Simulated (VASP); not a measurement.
# TiN (Fm-3m) in VASP: a series of runs

Runs on TiN. Level: PBE. Tasks: single point.

Everything below comes from runs of VASP 6.6.1. Logs are shortened: lines on timing, memory, paths and dates and some standing lists are left out, and cuts for length are marked.

### Step 1. The cell of the first run

Symmetry: Fm-3m, No. 225, cubic system. The conventional cell has a = 4.272 Å, b = 4.272 Å, c = 4.272 Å, α = 90.00°, β = 90.00°, γ = 90.00°. Ti (site symmetry m-3m) has 6 N at 2.14 Å within 2.8 Å. N (site symmetry m-3m) has 6 Ti at 2.14 Å within 2.8 Å.

### Step 2. Single point, PBE (volume scaled by 1.02)

Input file INCAR:

```
SYSTEM = TiN
PREC     = Accurate       ! precision mode
ENCUT    = 520            ! plane-wave cutoff, eV
EDIFF    = 1E-6           ! SCF threshold, eV
ISMEAR   = -1             ! smearing method
SIGMA    = 0.05           ! smearing width, eV
LREAL    = .False.        ! projectors in reciprocal space
LASPH    = .True.         ! aspherical terms in the spheres
NELM     = 100            ! most SCF steps
ALGO     = Normal         ! electronic algorithm
ISIF     = 2              ! what is computed and relaxed
LWAVE    = .False.        ! write WAVECAR
LCHARG   = .False.        ! write CHGCAR
GGA      = PE             ! functional
NBANDS   = 16             ! bands
```

Input file KPOINTS:

```
regular mesh
0
Gamma
  13 13 13
  0 0 0
```

Input file POSCAR:

```
TiN
1.0
    0.0000000000      2.1360533897      2.1360533897
    2.1360533897      0.0000000000      2.1360533897
    2.1360533897      2.1360533897      0.0000000000
Ti N
1 1
Direct
    0.0000000000      0.0000000000      0.0000000000
    0.5000000000      0.5000000000      0.5000000000
```

Potentials or basis: VASP PAW PBE potentials, release 64 (Ti_sv, N).

Run with:

```
$ cat potpaw_PBE.64/Ti_sv/POTCAR potpaw_PBE.64/N/POTCAR > POTCAR
$ mpirun -np 1 vasp_std > vasp.out
```

OUTCAR:

```text
SYSTEM = TiN
   PREC = Accurate
   ENCUT = 520
   EDIFF = 1E-6
   ISMEAR = -1
   LREAL = .False.
   LASPH = .True.
   NELM = 100
   ISIF = 2
   GGA = PE

 ion  position               nearest neighbor table
   1  0.000  0.000  0.000-   2 2.14   2 2.14   2 2.14   2 2.14   2 2.14   2 2.14
   2  0.500  0.500  0.500-   1 2.14   1 2.14   1 2.14   1 2.14   1 2.14   1 2.14

  LATTYP: Found a face centered cubic cell.
 ALAT       =     4.2721067794

  Lattice vectors:

 A1 = (   0.0000000000,   2.1360533897,   2.1360533897)
 A2 = (   2.1360533897,   0.0000000000,   2.1360533897)
 A3 = (   2.1360533897,   2.1360533897,   0.0000000000)

Analysis of symmetry for initial positions (statically):
=====================================================================
 Subroutine PRICEL returns:
 Original cell was already a primitive cell.

 Routine SETGRP: Setting up the symmetry group for a
 face centered cubic supercell.

 Subroutine GETGRP returns: Found 48 space group operations
 (whereof 48 operations were pure point group operations)
 out of a pool of 48 trial point group operations.

The static configuration has the point symmetry O_h .

Analysis of symmetry for dynamics (positions and initial velocities):
=====================================================================
 Subroutine PRICEL returns:
 Original cell was already a primitive cell.

 Routine SETGRP: Setting up the symmetry group for a
 face centered cubic supercell.

 Subroutine GETGRP returns: Found 48 space group operations
 (whereof 48 operations were pure point group operations)
 out of a pool of 48 trial point group operations.

The dynamic configuration has the point symmetry O_h .

 Subroutine INISYM returns: Found 48 space group operations
 (whereof 48 operations are pure point group operations),
 and found     1 'primitive' translations

----------------------------------------------------------------------------------------

                                     Primitive cell

  volume of cell :      19.4924

  direct lattice vectors                    reciprocal lattice vectors
     0.000000000  2.136053390  2.136053390    -0.234076546  0.234076546  0.234076546
     2.136053390  0.000000000  2.136053390     0.234076546 -0.234076546  0.234076546
     2.136053390  2.136053390  0.000000000     0.234076546  0.234076546 -0.234076546
[... 74 lines left out ...]
 SYSTEM =  TiN
   PREC   = accura    normal or accurate (medium, high low for compatibility)
   ISTART =      0    job   : 0-new  1-cont  2-samecut
   ICHARG =      2    charge: 1-file 2-atom 10-const
   ISPIN  =      1    spin polarized calculation?
   LNONCOLLINEAR =      F non collinear calculations
   LSORBIT =      F    spin-orbit coupling
   LASPH  =      T    aspherical Exc in radial PAW
   ENCUT  =  520.0 eV  38.22 Ry    6.18 a.u.   5.62  5.62  5.62*2*pi/ulx,y,z
   NELM   =    100;   NELMIN=  2; NELMDL= -5     # of ELM steps
   EDIFF  = 0.1E-05   stopping-criterion for ELM
   LREAL  =      F    real-space projection
   EDIFFG = 0.1E-04   stopping-criterion for IOM
   NSW    =      0    number of steps for IOM
   IBRION =     -1    ionic relax: 0-MD 1-quasi-New 2-CG
   NFREE  =      0    steps in history (QN), initial steepest desc. (CG)
   ISIF   =      2    stress and relaxation
   ISYM   =      2    0-nonsym 1-usesym 2-fastsym
   POTIM  = 0.5000    time-step for ionic-motion
   TEBEG  =    0.0;   TEEND  =   0.0 temperature during run
   PSTRESS=    0.0 pullay stress
   NELECT =      17.0000    total number of electrons
   NUPDOWN=      -1.0000    fix difference up-down
   EMIN   =  10.00;   EMAX   =-10.00  energy-range for DOS
   EFERMI =   0.00;   METHOD = LEGACY
   ISMEAR =    -1;   SIGMA  =   0.05  broadening in eV -4-tet -1-fermi 0-gaus
   EFERMI_NEDOS =   21; number of points for ismear=-14 and -15
   IALGO  =     38    algorithm
   IMIX   =      4    mixing-type and parameters
     AMIX     =   0.40;   BMIX     =  1.00
     AMIX_MAG =   1.60;   BMIX_MAG =  1.00
  volume/ion in A,a.u.               =       9.75        65.77
  Fermi-wavevector in a.u.,A,eV,Ry     =   1.564116  2.955751 33.286105  2.446460
  Thomas-Fermi vector in A             =   2.666788
   LORBIT       =      0    0 simple, 1 ext, 2 COOP (PROOUT), +10 PAW based schemes
   GGA     = PE    functional components
   LHFCALC =     F    Hartree Fock is set to
   AEXX    =    0.0000 exact exchange contribution
   IVDW    =     0    specifies the selected vdW correction
   LEPSILON=     F    determine dielectric tensor
   LRPA    =     F    only Hartree local field effects (RPA)
 non-spin polarized calculation
  energy-cutoff  :      520.00
  volume of cell :       19.49
 maximum number of plane-waves:       537
   NGX = 11   NGY = 11   NGZ = 11

 number of electron      17.0000003 magnetization

 Free energy of the ion-electron system (eV)
  ---------------------------------------------------
  ext. energy  EPLUGINS =         0.00000000
  ---------------------------------------------------
  free energy    TOTEN  =       -19.63791641 eV

  energy without entropy =      -19.63082093  energy(sigma->0) =      -19.63436867

 E-fermi :  11.1897     XC(G=0): -12.9018

 val. band max:       11.0996869130   @ k =  -0.1538   0.2308   0.0769
 cond. band min:      11.2090816328   @ k =  -0.1538   0.1538   0.0000
 fundamental gap:      0.1093947199
 Fermi energy:        11.1896708305

 k-point     1 :       0.0000    0.0000    0.0000
  band No.  band energies     occupation
      1     -46.7407      2.00000
      2     -22.7351      2.00000
      3     -22.7351      2.00000
      4     -22.7351      2.00000
      5      -5.8100      2.00000
      6       9.1439      2.00000
[... 433 lines left out ...]
      3     -22.8491      2.00000
      4     -22.8205      2.00000
      5      -3.7962      2.00000
      6       4.0014      2.00000
[... 8 lines left out ...]
     15      24.0203      0.00000
     16      25.2486      0.00000

 [... further k-points ...]
[... 5 lines left out ...]
  --------------------------------------------------------------------------------------
  -------------------------------------------------------------------------------------
  Total       -0.5273370     -0.5273370     -0.5273370      0.0000000     -0.0000000      0.0000000
  in kB      -43.3443530    -43.3443530    -43.3443530      0.0000000     -0.0000000      0.0000000
  external PRESSURE =     -43.3443530 kB  Pullay stress =       0.0000000 kB

 VOLUME and BASIS-vectors are now :
 -----------------------------------------------------------------------------
  energy-cutoff  :      520.00
  volume of cell :       19.49
      direct lattice vectors                 reciprocal lattice vectors
     0.000000000  2.136053390  2.136053390    -0.234076546  0.234076546  0.234076546
     2.136053390  0.000000000  2.136053390     0.234076546 -0.234076546  0.234076546
     2.136053390  2.136053390  0.000000000     0.234076546  0.234076546 -0.234076546

 POSITION                                       TOTAL-FORCE (eV/Angst)
 -----------------------------------------------------------------------------------
      0.00000      0.00000      0.00000         0.000000      0.000000      0.000000
      2.13605      2.13605      2.13605        -0.000000     -0.000000      0.000000
 -----------------------------------------------------------------------------------
    total drift:                                0.000000     -0.000000     -0.000000

  FREE ENERGIE OF THE ION-ELECTRON SYSTEM (eV)
  ---------------------------------------------------
  free  energy   TOTEN  =       -19.6379164057 eV

  energy  without entropy=      -19.6308209253  energy(sigma->0) =      -19.63436867
```

It took 17 s on 1 thread of Intel Xeon Platinum 8488C (Sapphire Rapids), shared host; peak memory 0.15 GiB.

Results:

| Quantity | Value |
| --- | --- |
| Free energy | -19.6379 eV |
| Pressure | -4.3 GPa |

Levels at points of the mesh, in eV from the Fermi level:
| k point | band 7 | band 8 | band 9 | band 10 | band 11 | band 12 |
| --- | --- | --- | --- | --- | --- | --- |
| (0.00, 0.00, 0.00) | -2.05 | -2.05 | -0.63 | -0.63 | -0.63 | 0.53 |

### Step 3. Single point, PBE (volume scaled by 1.04)

Input file INCAR:

```
  PREC = Accurate
  ENCUT = 520
  EDIFF = 1E-6
  ISMEAR = -1
  SIGMA = 0.05
  LREAL = F
  LASPH = T
  NELM = 100
  ALGO = Normal
  ISIF = 2
  LWAVE = F
  LCHARG = T
  GGA = PE
  LELF = T
  LVHAR = T
  NBANDS = 16
```

Input file KPOINTS:

```
Automatic mesh
0
Gamma
  13 13 13
```

Input file POSCAR:

```
TiN
1.0
    0.0000000000      2.1499242549      2.1499242549
    2.1499242549      0.0000000000      2.1499242549
    2.1499242549      2.1499242549      0.0000000000
Ti N
1 1
Direct
    0.0000000000      0.0000000000      0.0000000000
    0.5000000000      0.5000000000      0.5000000000
```

Potentials or basis: VASP PAW PBE potentials, release 64 (Ti_sv, N).

Run with:

```
$ cat potpaw_PBE.64/Ti_sv/POTCAR potpaw_PBE.64/N/POTCAR > POTCAR
$ mpirun -np 1 vasp_std > vasp.out
```

It took 25 s on 1 thread of Intel Xeon Platinum 8488C (Sapphire Rapids), shared host; peak memory 0.15 GiB.

The run converged. Its results:

```
Free energy : -19.6222 eV
Pressure    : -9.1 GPa
```

Levels at points of the mesh, in eV from the Fermi level:
```csv
k point,band 6,band 7,band 8,band 9,band 10,band 11,band 12,band 13
"(0.00, 0.00, 0.00)",-2.02,-2.02,-2.02,-0.61,-0.61,-0.61,0.51,0.51
```

### Step 4. Single point, PBE (volume scaled by 1.06)

Input file INCAR:

```
SYSTEM = TiN
ALGO = Normal ; EDIFF = 1E-7
ENCUT = 520 ; GGA = PE
ISIF = 2 ; ISMEAR = -1
LASPH = .True. ; LCHARG = .True.
LELF = .True. ; LREAL = .False.
LVHAR = .True. ; LWAVE = .False.
NBANDS = 16 ; NELM = 60
PREC = Accurate ; SIGMA = 0.05
```

Input file KPOINTS:

```
k-points
0
Gamma
  13 13 13
  0 0 0
```

Input file POSCAR:

```
TiN
1.0
    0.0000000000      2.1636184092      2.1636184092
    2.1636184092      0.0000000000      2.1636184092
    2.1636184092      2.1636184092      0.0000000000
Ti N
1 1
Direct
    0.0000000000      0.0000000000      0.0000000000
    0.5000000000      0.5000000000      0.5000000000
```

Potentials or basis: VASP PAW PBE potentials, release 64 (Ti_sv, N).

Run with:

```
$ cat potpaw_PBE.64/Ti_sv/POTCAR potpaw_PBE.64/N/POTCAR > POTCAR
$ mpirun -np 1 vasp_std > vasp.out
```

OUTCAR:

```text
SYSTEM = TiN
   EDIFF = 1E-7
   ENCUT = 520
   GGA = PE
   ISIF = 2
   ISMEAR = -1
   LASPH = .True.
   LREAL = .False.
   NELM = 60
   PREC = Accurate

 ion  position               nearest neighbor table
   1  0.000  0.000  0.000-   2 2.16   2 2.16   2 2.16   2 2.16   2 2.16   2 2.16
   2  0.500  0.500  0.500-   1 2.16   1 2.16   1 2.16   1 2.16   1 2.16   1 2.16

  LATTYP: Found a face centered cubic cell.
 ALAT       =     4.3272368184

  Lattice vectors:

 A1 = (   0.0000000000,   2.1636184092,   2.1636184092)
 A2 = (   2.1636184092,   0.0000000000,   2.1636184092)
 A3 = (   2.1636184092,   2.1636184092,   0.0000000000)

Analysis of symmetry for initial positions (statically):
=====================================================================
 Subroutine PRICEL returns:
 Original cell was already a primitive cell.

 Routine SETGRP: Setting up the symmetry group for a
 face centered cubic supercell.

 Subroutine GETGRP returns: Found 48 space group operations
 (whereof 48 operations were pure point group operations)
 out of a pool of 48 trial point group operations.

The static configuration has the point symmetry O_h .

Analysis of symmetry for dynamics (positions and initial velocities):
[... 155 lines left out ...]

  energy without entropy =      -19.58813281  energy(sigma->0) =      -19.59186842

 E-fermi :  10.6742     XC(G=0): -12.6920

 val. band max:       10.5932202327   @ k =  -0.1538   0.2308   0.0769
 cond. band min:      10.6948010659   @ k =  -0.1538   0.1538   0.0000
 fundamental gap:      0.1015808333
 Fermi energy:        10.6742069837

 k-point     1 :       0.0000    0.0000    0.0000
  band No.  band energies     occupation
      1     -47.3083      2.00000
      2     -23.3260      2.00000
      3     -23.3260      2.00000
      4     -23.3260      2.00000
      5      -6.0789      2.00000
      6       8.6892      2.00000
[... 433 lines left out ...]
      3     -23.4257      2.00000
      4     -23.4011      2.00000
      5      -4.1829      2.00000
      6       3.7006      2.00000
[... 8 lines left out ...]
     15      23.0575      0.00000
     16      24.3140      0.00000

 [... further k-points ...]
[... 5 lines left out ...]
  --------------------------------------------------------------------------------------
  -------------------------------------------------------------------------------------
  Total       -1.6958075     -1.6958075     -1.6958075      0.0000000      0.0000000     -0.0000000
  in kB     -134.1266666   -134.1266666   -134.1266666      0.0000000      0.0000000     -0.0000000
  external PRESSURE =    -134.1266666 kB  Pullay stress =       0.0000000 kB

 VOLUME and BASIS-vectors are now :
 -----------------------------------------------------------------------------
  energy-cutoff  :      520.00
  volume of cell :       20.26
      direct lattice vectors                 reciprocal lattice vectors
     0.000000000  2.163618409  2.163618409    -0.231094355  0.231094355  0.231094355
     2.163618409  0.000000000  2.163618409     0.231094355 -0.231094355  0.231094355
     2.163618409  2.163618409  0.000000000     0.231094355  0.231094355 -0.231094355

 POSITION                                       TOTAL-FORCE (eV/Angst)
 -----------------------------------------------------------------------------------
      0.00000      0.00000      0.00000         0.000000      0.000000      0.000000
      2.16362      2.16362      2.16362         0.000000      0.000000      0.000000
 -----------------------------------------------------------------------------------
    total drift:                                0.000000     -0.000000     -0.000000

  FREE ENERGIE OF THE ION-ELECTRON SYSTEM (eV)
  ---------------------------------------------------
  free  energy   TOTEN  =       -19.5956040321 eV

  energy  without entropy=      -19.5881328113  energy(sigma->0) =      -19.59186842
```

stdout:

```text
POSCAR found type information on POSCAR TiN
 POSCAR found :  2 types and       2 ions
 scaLAPACK will be used
 LDA part: xc-table for (Slater+PW92), standard interpolation
 POSCAR, INCAR and KPOINTS ok, starting setup
 FFT: planning ... GRIDC
 FFT: planning ... GRID_SOFT
 FFT: planning ... GRID
 WAVECAR not read
 entering main loop
```

It took 26 s on 1 thread of Intel Xeon Platinum 8488C (Sapphire Rapids), shared host; peak memory 0.15 GiB.

Results:

```
Free energy : -19.5956 eV
Pressure    : -13.4 GPa
```

### Step 5. Summary

| cell | gap on the mesh (eV) | pressure (GPa) |
| --- | --- | --- |
| a = 3.021 Å, angles 60.0°, 2 atoms | none | -4.3 |
| a = 3.040 Å, angles 60.0°, 2 atoms | none | -9.1 |
| a = 3.060 Å, angles 60.0°, 2 atoms | none | -13.4 |

Alike in all rows: task single point; level PBE; potentials or basis VASP PAW PBE potentials, release 64 (Ti_sv, N); no spin polarisation; k mesh 13 × 13 × 13; cutoff (eV) 520; smearing fermi-dirac 0.05 eV.

Total energies depend on the potentials used, so only differences within one code and one set of settings carry meaning.
